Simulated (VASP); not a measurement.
Crystal: Nb2PdSe5.

```
CELL_PARAMETERS angstrom
6.23292 0.00000 0.00000
-3.11646 5.39787 0.00000
0.00000 0.00000 6.75960
ATOMIC_POSITIONS crystal
Nb 0.33333 0.66667 0.74447
Nb 0.66667 0.33333 0.74447
Pd 0.00000 0.00000 0.73229
Se 0.33333 0.66667 0.40825
Se 0.66667 0.33333 0.40825
Se 0.32552 0.00000 0.94632
Se 0.00000 0.32552 0.94632
Se 0.67448 0.67448 0.94632
```

The cell was generated, and may not be a known phase.

| Quantity | Value |
| --- | --- |
| Program | VASP 6.6.1 |
| Task | relaxation of cell and atoms |
| Functional | PBE |
| Potentials or basis | VASP PAW PBE potentials, release 64 (Nb_sv, Pd, Se) |
| Cutoff | 500 eV |
| k mesh | 3 × 3 × 4 |
| Occupations | gaussian, width 0.1 eV |
| Spin | no spin polarisation |

At the start: pressure 2.4 GPa; volume 28.43 Å³/atom.

**Question.** Where does the relaxation end?

**Answer.** Over 31 steps the energy falls by 67.8 meV/atom and the volume is 35.23 Å³/atom (+23.9 %); space group P31m (No. 157, to 0.1 Å) before and after.

The path:
```csv
step,energy change (eV),largest force (eV/Å),pressure (GPa),volume (Å³)
1,0.0000,1.0590,2.44,227.42
2,0.0454,1.6553,-2.14,241.98
3,-0.0798,0.4607,0.24,233.54
4,-0.1895,0.4674,-0.17,239.70
5,-0.3343,0.7766,-1.33,258.18
6,-0.3993,0.6770,-0.93,259.34
7,-0.4550,0.4676,0.02,262.47
8,-0.4574,0.4990,-0.11,262.00
9,-0.4696,0.4119,0.01,261.55
10,-0.4858,0.1614,0.35,260.38
11,-0.4862,0.1060,0.42,260.15
12,-0.4917,0.1664,-0.02,262.44
13,-0.4920,0.1963,-0.15,263.15
14,-0.4967,0.2103,-0.13,263.99
15,-0.5015,0.2909,-0.06,265.72
16,-0.5048,0.2676,-0.06,266.10
17,-0.5136,0.1989,-0.04,267.26
18,-0.5265,0.1080,0.00,269.57
19,-0.5350,0.1710,0.08,274.14
20,-0.5352,0.1358,0.07,273.42
21,-0.5374,0.0809,0.14,275.01
22,-0.5374,0.0843,0.16,275.29
23,-0.5387,0.0816,0.02,276.66
24,-0.5393,0.0905,-0.14,278.39
25,-0.5406,0.0707,-0.09,279.14
26,-0.5416,0.0862,-0.01,280.28
27,-0.5417,0.0970,0.03,280.75
28,-0.5421,0.0694,-0.01,281.30
29,-0.5421,0.0522,0.00,281.19
30,-0.5426,0.0433,0.03,281.51
31,-0.5428,0.0380,0.07,281.83
```

Final structure:
```xyz
8
Lattice="6.8725 0.0000 0.0000 -3.4363 5.9518 0.0000 0.0000 0.0000 6.8901" Properties=species:S:1:pos:R:3 pbc="T T T"
Nb    0.0000    3.9679    5.2084
Nb    3.4363    1.9839    5.2084
Pd    0.0000    0.0000    5.4609
Se    0.0000    3.9679    2.9208
Se    3.4363    1.9839    2.9208
Se    2.3280    0.0000    6.2574
Se    5.7085    2.0161    6.2574
Se    2.2723    3.9357    6.2574
```

Caveat: the volume moved by over 15 % at a fixed basis, so the end points are rough.
